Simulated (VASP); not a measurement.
Wanted: the native input for a VASP 6.6.1 run.

* Task: single point
* Functional: r2SCAN
* Dispersion: D3(BJ)
* Potentials or basis: VASP PAW PBE potentials, release 64 (Sn_d)
* Cutoff: 520 eV
* k mesh: 7 × 7 × 7
* Occupations: fermi-dirac, width 0.05 eV
* Spin: no spin polarisation
* Dipole correction: no
* Further INCAR settings: ALGO = Normal; EDIFF = 1e-07; NBANDS = 21

Crystal: Sn.

```xyz
2
Lattice="0.0000 3.2968 3.2968 3.2968 0.0000 3.2968 3.2968 3.2968 0.0000" Properties=species:S:1:pos:R:3 pbc="T T T"
Sn    4.9451    4.9451    4.9451
Sn    3.2968    3.2968    3.2968
```

The input as run:

POSCAR

```
Sn
1.0
    0.0000000000      3.2967577782      3.2967577782
    3.2967577782      0.0000000000      3.2967577782
    3.2967577782      3.2967577782      0.0000000000
Sn
2
Direct
    0.7500000000      0.7500000000      0.7500000000
    0.5000000000      0.5000000000      0.5000000000
```

INCAR.step1

```
ALGO = Normal ; EDIFF = 1E-4
ENCUT = 520 ; GGA = PE
ISMEAR = -1 ; LASPH = T
LCHARG = F ; LREAL = F
LWAVE = T ; NBANDS = 21
NELM = 60 ; PREC = Accurate
SIGMA = 0.05
```

INCAR.step2

```
ALGO = Normal ; EDIFF = 1E-7
ENCUT = 520 ; ISIF = 2
ISMEAR = -1 ; ISTART = 1
IVDW = 12 ; LASPH = T
LCHARG = T ; LELF = T
LMIXTAU = T ; LREAL = F
LVHAR = T ; LWAVE = F
METAGGA = R2SCAN ; NBANDS = 21
NELM = 60 ; PREC = Accurate
SIGMA = 0.05 ; VDW_A1 = 0.49484001
VDW_A2 = 5.73083694 ; VDW_S6 = 1.0
VDW_S8 = 0.78981345
```

KPOINTS

```
k-points
0
Gamma
  7 7 7
```

Potentials or basis: VASP PAW PBE potentials, release 64 (Sn_d).

Run with:

```sh
$ cat potpaw_PBE.64/Sn_d/POTCAR > POTCAR
$ cp INCAR.step1 INCAR
$ mpirun -np 1 vasp_std > vasp.out
$ cp INCAR.step2 INCAR
$ mpirun -np 1 vasp_std > vasp.out
```

Results of the run:

```yaml
Pressure: -1.1 GPa
Band_gap_on_the_k_mesh: zero (filled and empty bands touch)
Dispersion_energy_per_atom: -0.140 eV
```

Caveat: the PAW data sets were made with another functional, which shifts forces and pressure a little; spin-orbit coupling is left out, which moves the levels of the heavy elements; pairwise dispersion overbinds metals, which lowers pressure and volume.

It took 110 s on 1 thread of AMD EPYC 7R13 Processor (Zen 3), with other jobs on the host, peak memory 0.19 GiB.
